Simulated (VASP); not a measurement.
A run of VASP 6.6.1 is set up as follows.

The input INCAR:

```
SYSTEM = NaF
ALGO     = Normal         ! electronic algorithm
EDIFF    = 1E-6           ! SCF threshold, eV
ENCUT    = 600            ! plane-wave cutoff, eV
GGA      = PS             ! functional
GGA_COMPAT= .FALSE.      
ISIF     = 2              ! what is computed and relaxed
ISMEAR   = -1             ! smearing method
LASPH    = .TRUE.         ! aspherical terms in the spheres
LCHARG   = .TRUE.         ! write CHGCAR
LELF     = .TRUE.         ! ELF
LREAL    = .FALSE.        ! projectors in reciprocal space
LVHAR    = .TRUE.       
LWAVE    = .FALSE.        ! write WAVECAR
NBANDS   = 14             ! bands
NELM     = 120            ! most SCF steps
PREC     = Accurate       ! precision mode
SIGMA    = 0.05           ! smearing width, eV
```

File KPOINTS:

```
k-points
0
G
  10 10 10
  0 0 0
```

POSCAR

```
NaF
1.0
    0.0000000000      2.2504312409      2.2504312409
    2.2504312409      0.0000000000      2.2504312409
    2.2504312409      2.2504312409      0.0000000000
Na F
1 1
Direct
    0.0000000000      0.0000000000      0.0000000000
    0.5000000000      0.5000000000      0.5000000000
```

Potentials or basis: VASP PAW PBE potentials, release 64 (Na_pv, F).

Command:

```console
$ cat potpaw_PBE.64/Na_pv/POTCAR potpaw_PBE.64/F/POTCAR > POTCAR
$ mpirun -np 1 vasp_std > vasp.out
```

(1) What does it give for the band gap on the k mesh?

(2) Estimate the pressure.

Answers

(1) 6.64 eV, direct.

(2) 4.9 GPa.

Caveat: the PAW data sets were made with another functional, which shifts forces and pressure a little.
